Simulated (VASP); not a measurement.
# CuO (Cc) in VASP: notebook

The runs below take CuO through single point, with PBE, LDA.

Program: VASP 6.6.1. These are calculated values, not measurements. Logs are shortened: lines on timing, memory, paths and dates and some standing lists are left out, and cuts for length are marked.

## (1) The cell of the first run

The typed cell holds 4 atoms: a = 2.875 Å, b = 2.875 Å, c = 5.131 Å, α = 97.70°, β = 97.70°, γ = 72.32°.

## (2) Single point, PBE

Contents of INCAR:

```
SYSTEM = CuO
ALGO     = Normal         ! electronic algorithm
EDIFF    = 1E-6           ! SCF threshold, eV
ENCUT    = 820            ! plane-wave cutoff, eV
GGA      = PE             ! functional
GGA_COMPAT= .FALSE.      
ISIF     = 2              ! what is computed and relaxed
ISMEAR   = -1             ! smearing method
LASPH    = .TRUE.         ! aspherical terms in the spheres
LCHARG   = .TRUE.         ! write CHGCAR
LELF     = .TRUE.         ! ELF
LREAL    = .FALSE.        ! projectors in reciprocal space
LVHAR    = .TRUE.       
LWAVE    = .FALSE.        ! write WAVECAR
NBANDS   = 33             ! bands
NELM     = 120            ! most SCF steps
PREC     = Accurate       ! precision mode
SIGMA    = 0.05           ! smearing width, eV
```

Contents of KPOINTS:

```
k-points
0
G
  8 8 5
  0 0 0
```

Contents of POSCAR:

```
CuO
1.0
    2.3212035000     -1.6962660000      0.0000000000
    2.3212035000      1.6962660000      0.0000000000
   -0.8519488116      0.0000000000      5.0594363927
Cu O
2 2
Direct
    0.4950567818     -0.0061205505      0.5019140138
   -0.0061205505      0.4950567818      0.0019140138
    0.4242128351      0.5638509336      0.7517859862
    0.5638509336      0.4242128351      0.2517859862
```

Potentials or basis: VASP PAW PBE potentials, release 64 (Cu_sv_GW, O).

Launch:

```sh
cat potpaw_PBE.64/Cu_sv_GW/POTCAR potpaw_PBE.64/O/POTCAR > POTCAR
mpirun -np 1 vasp_std > vasp.out
```

OUTCAR:

```text
SYSTEM = CuO
   EDIFF = 1E-6
   ENCUT = 820
   GGA = PE
   ISIF = 2
   ISMEAR = -1
   LASPH = .TRUE.
   LREAL = .FALSE.
   NELM = 120
   PREC = Accurate

 ion  position               nearest neighbor table
   1  0.495  0.994  0.502-   3 1.92   4 1.92   4 1.96   3 1.97
   2  0.994  0.495  0.002-   4 1.92   3 1.92   3 1.96   4 1.97
   3  0.424  0.564  0.752-   1 1.92   2 1.92   2 1.96   1 1.97
   4  0.564  0.424  0.252-   2 1.92   1 1.92   1 1.96   2 1.97

  LATTYP: Found a base centered monoclinic cell.
 ALAT       =     4.6424070000
 B/A-ratio  =     0.7307700510
 C/A-ratio  =     1.1051732496
 COS(beta)  =    -0.1660503994

  Lattice vectors:

 A1 = (   2.3212035000,  -1.6962660000,   0.0000000000)
 A2 = (   2.3212035000,   1.6962660000,   0.0000000000)
 A3 = (  -0.8519488116,   0.0000000000,   5.0594363927)

Analysis of symmetry for initial positions (statically):
=====================================================================
 Subroutine PRICEL returns:
 Original cell was already a primitive cell.

 Routine SETGRP: Setting up the symmetry group for a
 base centered monoclinic supercell.

 Subroutine GETGRP returns: Found  2 space group operations
 (whereof  1 operations were pure point group operations)
 out of a pool of  4 trial point group operations.

The static configuration has the point symmetry C_1 .
 The point group associated with its full space group is C_1h.

Analysis of symmetry for dynamics (positions and initial velocities):
=====================================================================
 Subroutine PRICEL returns:
 Original cell was already a primitive cell.

 Routine SETGRP: Setting up the symmetry group for a
 base centered monoclinic supercell.

 Subroutine GETGRP returns: Found  2 space group operations
 (whereof  1 operations were pure point group operations)
 out of a pool of  4 trial point group operations.

The dynamic configuration has the point symmetry C_1 .
 The point group associated with its full space group is C_1h.

 Subroutine INISYM returns: Found  2 space group operations
 (whereof  1 operations are pure point group operations),
 and found     1 'primitive' translations

----------------------------------------------------------------------------------------

                                     Primitive cell

  volume of cell :      39.8418

  direct lattice vectors                    reciprocal lattice vectors
     2.321203500 -1.696266000  0.000000000     0.215405500 -0.294765090  0.036271720
     2.321203500  1.696266000  0.000000000     0.215405500  0.294765090  0.036271720
    -0.851948812  0.000000000  5.059436393     0.000000000  0.000000000  0.197650474

  length of vectors
     2.874944179  2.874944179  5.130664030     0.366880941  0.366880941  0.197650474

  position of ions in fractional coordinates (direct lattice)
     0.495056782  0.993879449  0.501914014
     0.993879449  0.495056782  0.001914014
     0.424212835  0.563850934  0.751785986
     0.563850934  0.424212835  0.251785986

  ion indices of the primitive-cell ions
   primitive index   ion index
                 1           1
                 2           2
                 3           3
                 4           4

----------------------------------------------------------------------------------------

 KPOINTS: k-points

Automatic generation of k-mesh.
 Grid dimensions read from file:
 generate k-points for:    8    8    5

 Generating k-lattice:

  Cartesian coordinates                     Fractional coordinates (reciprocal lattice)
     0.026925687 -0.036845636  0.004533965     0.125000000  0.000000000  0.000000000
     0.026925687  0.036845636  0.004533965     0.000000000  0.125000000  0.000000000
     0.000000000  0.000000000  0.039530095     0.000000000  0.000000000  0.200000000

  Length of vectors
     0.045860118  0.045860118  0.039530095

  Shift w.r.t. Gamma in fractional coordinates (k-lattice)
     0.000000000  0.000000000  0.000000000

 Subroutine IBZKPT returns following result:
 ===========================================

 Found     93 irreducible k-points:

 Following reciprocal coordinates:
            Coordinates               Weight
  0.000000  0.000000  0.000000      1.000000
  0.125000  0.000000  0.000000      4.000000
  0.250000  0.000000  0.000000      4.000000
  0.375000  0.000000 -0.000000      4.000000
  0.500000  0.000000  0.000000      2.000000
  0.125000  0.125000  0.000000      2.000000
[... 16 lines left out ...]
  0.125000  0.000000  0.200000      4.000000
  0.250000  0.000000  0.200000      4.000000
 [... further k-points ...]
   k-points           NKPTS =     93   k-points in BZ     NKDIM =     93   number of bands    NBANDS=     33
   number of dos      NEDOS =    301   number of ions     NIONS =      4
   total plane-waves  NPLWV =  37632
   dimension x,y,z NGX =    28 NGY =   28 NGZ =   48
   dimension x,y,z NGXF=    56 NGYF=   56 NGZF=   96
   ions per type =               2   2
   NGX,Y,Z   is equivalent  to a cutoff of  16.19, 16.19, 15.55 a.u.
   NGXF,Y,Z  is equivalent  to a cutoff of  32.38, 32.38, 31.11 a.u.
 SYSTEM =  CuO
   PREC   = accura    normal or accurate (medium, high low for compatibility)
   ISTART =      0    job   : 0-new  1-cont  2-samecut
   ICHARG =      2    charge: 1-file 2-atom 10-const
   ISPIN  =      1    spin polarized calculation?
   LNONCOLLINEAR =      F non collinear calculations
   LSORBIT =      F    spin-orbit coupling
   LASPH  =      T    aspherical Exc in radial PAW
   ENCUT  =  820.0 eV  60.27 Ry    7.76 a.u.   6.71  6.71 11.98*2*pi/ulx,y,z
   NELM   =    120;   NELMIN=  2; NELMDL= -5     # of ELM steps
   EDIFF  = 0.1E-05   stopping-criterion for ELM
   LREAL  =      F    real-space projection
   EDIFFG = 0.1E-04   stopping-criterion for IOM
   NSW    =      0    number of steps for IOM
   IBRION =     -1    ionic relax: 0-MD 1-quasi-New 2-CG
   NFREE  =      0    steps in history (QN), initial steepest desc. (CG)
   ISIF   =      2    stress and relaxation
   ISYM   =      2    0-nonsym 1-usesym 2-fastsym
   POTIM  = 0.5000    time-step for ionic-motion
   TEBEG  =    0.0;   TEEND  =   0.0 temperature during run
   PSTRESS=    0.0 pullay stress
   NELECT =      50.0000    total number of electrons
   NUPDOWN=      -1.0000    fix difference up-down
   EMIN   =  10.00;   EMAX   =-10.00  energy-range for DOS
   EFERMI =   0.00;   METHOD = LEGACY
   ISMEAR =    -1;   SIGMA  =   0.05  broadening in eV -4-tet -1-fermi 0-gaus
   EFERMI_NEDOS =   21; number of points for ismear=-14 and -15
   IALGO  =     38    algorithm
   IMIX   =      4    mixing-type and parameters
     AMIX     =   0.40;   BMIX     =  1.00
     AMIX_MAG =   1.60;   BMIX_MAG =  1.00
  volume/ion in A,a.u.               =       9.96        67.22
  Fermi-wavevector in a.u.,A,eV,Ry     =   1.765842  3.336957 42.425637  3.118196
  Thomas-Fermi vector in A             =   2.833543
   LORBIT       =      0    0 simple, 1 ext, 2 COOP (PROOUT), +10 PAW based schemes
   GGA     = PE    functional components
   LHFCALC =     F    Hartree Fock is set to
   AEXX    =    0.0000 exact exchange contribution
   IVDW    =     0    specifies the selected vdW correction
   LEPSILON=     F    determine dielectric tensor
   LRPA    =     F    only Hartree local field effects (RPA)
 non-spin polarized calculation
  energy-cutoff  :      820.00
  volume of cell :       39.84
 maximum number of plane-waves:      2141
   NGX = 13   NGY = 13   NGZ = 23

 number of electron      49.9999992 magnetization

 Free energy of the ion-electron system (eV)
  ---------------------------------------------------
  ext. energy  EPLUGINS =         0.00000000
  ---------------------------------------------------
  free energy    TOTEN  =       -19.67254420 eV

  energy without entropy =      -19.65479408  energy(sigma->0) =      -19.66366914

 E-fermi :   6.0181     XC(G=0): -12.3865

 val. band max:        6.0001909829   @ k =   0.3750   0.0000  -0.0000
 cond. band min:       6.0385159480   @ k =  -0.3750   0.3750   0.4000
 fundamental gap:      0.0383249651
 Fermi energy:         6.0180619030

 k-point     1 :       0.0000    0.0000    0.0000
  band No.  band energies     occupation
      1    -106.6908      2.00000
      2    -106.6902      2.00000
      3     -64.2312      2.00000
      4     -64.2286      2.00000
      5     -64.1731      2.00000
      6     -64.1658      2.00000
[... 25 lines left out ...]
     32      22.2933      0.00000
     33      22.5965      0.00000

 k-point     2 :       0.1250    0.0000    0.0000
  band No.  band energies     occupation
      1    -106.6907      2.00000
      2    -106.6901      2.00000
      3     -64.2321      2.00000
      4     -64.2294      2.00000
      5     -64.1730      2.00000
      6     -64.1662      2.00000
[... 25 lines left out ...]
     32      21.7747      0.00000
     33      22.9307      0.00000

 k-point     3 :       0.2500    0.0000    0.0000
  band No.  band energies     occupation
      1    -106.6903      2.00000
      2    -106.6899      2.00000
      3     -64.2358      2.00000
      4     -64.2297      2.00000
      5     -64.1728      2.00000
      6     -64.1675      2.00000
[... 25 lines left out ...]
     32      20.5912      0.00000
     33      22.2878      0.00000

 k-point     4 :       0.3750    0.0000   -0.0000
  band No.  band energies     occupation
      1    -106.6900      2.00000
      2    -106.6897      2.00000
      3     -64.2400      2.00000
      4     -64.2297      2.00000
      5     -64.1721      2.00000
      6     -64.1690      2.00000
[... 25 lines left out ...]
     32      19.3803      0.00000
     33      21.6712      0.00000

 k-point     5 :       0.5000    0.0000    0.0000
  band No.  band energies     occupation
      1    -106.6897      2.00000
      2    -106.6896      2.00000
      3     -64.2417      2.00000
      4     -64.2297      2.00000
      5     -64.1711      2.00000
      6     -64.1701      2.00000
[... 604 lines left out ...]
 k-point    22 :       0.0000    0.0000    0.2000
  band No.  band energies     occupation
      1    -106.6908      2.00000
      2    -106.6903      2.00000
      3     -64.2309      2.00000
      4     -64.2289      2.00000
      5     -64.1725      2.00000
      6     -64.1665      2.00000
[... 25 lines left out ...]
     32      21.3932      0.00000
     33      22.9516      0.00000

 k-point    23 :       0.1250    0.0000    0.2000
  band No.  band energies     occupation
      1    -106.6907      2.00000
      2    -106.6902      2.00000
      3     -64.2318      2.00000
      4     -64.2298      2.00000
      5     -64.1726      2.00000
      6     -64.1670      2.00000
[... 25 lines left out ...]
     32      21.0730      0.00000
     33      22.0195      0.00000

 k-point    24 :       0.2500    0.0000    0.2000
  band No.  band energies     occupation
      1    -106.6903      2.00000
      2    -106.6900      2.00000
      3     -64.2357      2.00000
      4     -64.2298      2.00000
      5     -64.1724      2.00000
      6     -64.1680      2.00000
[... 25 lines left out ...]
     32      20.9100      0.00000
     33      21.2531      0.00000

 [... further k-points ...]

------------------------ aborting loop because EDIFF is reached ----------------------------------------

  FORCE on cell =-STRESS in cart. coord.  units (eV):
  Direction    XX          YY          ZZ          XY          YZ          ZX
  --------------------------------------------------------------------------------------
  -------------------------------------------------------------------------------------
  Total        2.1192289      2.5333463      2.1158151      0.0000000      0.0000000      0.1257246
  in kB       85.2214926    101.8745802     85.0842117      0.0000000      0.0000000      5.0558192
  external PRESSURE =      90.7267615 kB  Pullay stress =       0.0000000 kB

 VOLUME and BASIS-vectors are now :
 -----------------------------------------------------------------------------
  energy-cutoff  :      820.00
  volume of cell :       39.84
      direct lattice vectors                 reciprocal lattice vectors
     2.321203500 -1.696266000  0.000000000     0.215405500 -0.294765090  0.036271720
     2.321203500  1.696266000  0.000000000     0.215405500  0.294765090  0.036271720
    -0.851948812  0.000000000  5.059436393     0.000000000  0.000000000  0.197650474

 POSITION                                       TOTAL-FORCE (eV/Angst)
 -----------------------------------------------------------------------------------
      3.02852      0.84614      2.53940        -0.007148      0.004392     -0.001711
      3.45449     -0.84614      0.00968        -0.007148     -0.004392     -0.001711
      1.65301      0.23686      3.80361         0.007148      0.007357      0.001711
      2.07899     -0.23686      1.27390         0.007148     -0.007357      0.001711
 -----------------------------------------------------------------------------------
    total drift:                                0.002224      0.000000      0.001864

  FREE ENERGIE OF THE ION-ELECTRON SYSTEM (eV)
  ---------------------------------------------------
  free  energy   TOTEN  =       -19.6725442043 eV

  energy  without entropy=      -19.6547940763  energy(sigma->0) =      -19.66366914
```

It took 2.6 min on 1 thread of Intel Xeon Platinum 8488C (Sapphire Rapids), shared host; peak memory 0.36 GiB.

Results:

```
Free energy            : -19.6725 eV
Pressure               : 9.1 GPa
Largest force          : 0.010 eV/Å
Band gap on the k mesh : zero (bands 25 and 26 overlap by 0.48 eV)
```

Forces in eV/Å, atoms in the order of the input:
```
Cu  -0.007  0.004 -0.002
Cu  -0.007 -0.004 -0.002
O    0.007  0.007  0.002
O    0.007 -0.007  0.002
```

Caveat: the cell stands under pressure; semilocal functionals underestimate gaps, and a narrow one can read as zero; semilocal functionals often make such compounds metallic where correlation or magnetic order opens a gap, which also shifts bond lengths. With open d or f shells a metallic result of PBE can be an artefact of self-interaction; +U or a hybrid may open a gap.

[end of part 1 of 2]

The gap in the log of VASP goes by the Fermi energy; the results here count the filled bands.